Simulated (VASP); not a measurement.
Wanted: the native input for a VASP 6.6.1 run.

```
Task                   : single point
Functional             : r2SCAN
Potentials or basis    : VASP PAW PBE potentials, release 64 (Al, Ni)
Cutoff                 : 520 eV
k mesh                 : 6 × 6 × 8
Occupations            : gaussian, width 0.1 eV
Spin                   : no spin polarisation
Dipole correction      : no
Further INCAR settings : LREAL = Auto; ALGO = Normal; EDIFF = 1e-07; NBANDS = 52
```

The system is Al3Ni.

```
CELL_PARAMETERS angstrom
6.72275 0.00000 0.00000
0.00000 7.44528 0.00000
0.00000 0.00000 4.85122
ATOMIC_POSITIONS crystal
Al 0.00746 0.25000 0.91723
Al 0.16903 0.44329 0.36388
Al 0.16903 0.05671 0.36388
Al 0.33097 0.55671 0.86388
Al 0.66903 0.44329 0.13612
Al 0.83097 0.94329 0.63612
Al 0.66903 0.05671 0.13612
Al 0.83097 0.55671 0.63612
Al 0.33097 0.94329 0.86388
Al 0.50746 0.25000 0.58277
Al 0.99254 0.75000 0.08277
Al 0.49254 0.75000 0.41723
Ni 0.86903 0.25000 0.44434
Ni 0.36903 0.25000 0.05566
Ni 0.13097 0.75000 0.55566
Ni 0.63097 0.75000 0.94434
```

The input as run:

POSCAR

```
Al3Ni
1.0
    6.7227533482      0.0000000000      0.0000000000
    0.0000000000      7.4452770393      0.0000000000
    0.0000000000      0.0000000000      4.8512210472
Al Ni
12 4
Direct
    0.0074554377      0.2500000000      0.9172335824
    0.1690291430      0.4432949770      0.3638793769
    0.1690291430      0.0567050230      0.3638793769
    0.3309708570      0.5567050230      0.8638793769
    0.6690291430      0.4432949770      0.1361206231
    0.8309708570      0.9432949770      0.6361206231
    0.6690291430      0.0567050230      0.1361206231
    0.8309708570      0.5567050230      0.6361206231
    0.3309708570      0.9432949770      0.8638793769
    0.5074554377      0.2500000000      0.5827664176
    0.9925445623      0.7500000000      0.0827664176
    0.4925445623      0.7500000000      0.4172335824
    0.8690315533      0.2500000000      0.4443363748
    0.3690315533      0.2500000000      0.0556636252
    0.1309684467      0.7500000000      0.5556636252
    0.6309684467      0.7500000000      0.9443363748
```

INCAR.step1

```
SYSTEM = Al3Ni
PREC = Accurate
ENCUT = 520
ISMEAR = 0
SIGMA = 0.1
LREAL = Auto
LASPH = .True.
NELM = 60
NBANDS = 52
GGA = PE
ALGO = Normal
EDIFF = 1E-4
LWAVE = .True.
LCHARG = .False.
```

INCAR.step2

```
SYSTEM = Al3Ni
PREC = Accurate
ENCUT = 520
EDIFF = 1E-7
ISMEAR = 0
SIGMA = 0.1
LREAL = Auto
LASPH = .True.
NELM = 60
ALGO = Normal
ISIF = 2
LWAVE = .False.
LCHARG = .False.
METAGGA = R2SCAN
LMIXTAU = .True.
NBANDS = 52
ISTART = 1
```

KPOINTS

```
Automatic mesh
0
Gamma
  6 6 8
  0 0 0
```

Potentials or basis: VASP PAW PBE potentials, release 64 (Al, Ni).

Launch:

```console
$ cat potpaw_PBE.64/Al/POTCAR potpaw_PBE.64/Ni/POTCAR > POTCAR
$ cp INCAR.step1 INCAR
$ mpirun -np 1 vasp_std > vasp.out
$ cp INCAR.step2 INCAR
$ mpirun -np 1 vasp_std > vasp.out
```

Results of the run:

```yaml
Pressure: -6.6 GPa
Largest_force: 0.013 eV/Å
Band_gap_on_the_k_mesh: zero (bands 38 and 39 overlap by 1.84 eV)
```

Caveat: the cell stands under tension; the PAW data sets were made with another functional, which shifts forces and pressure a little.

Run time: 2.2 h on 1 thread of Oxide Virtual Turin-like Processor, with other jobs on the host, peak memory 0.7 GiB.
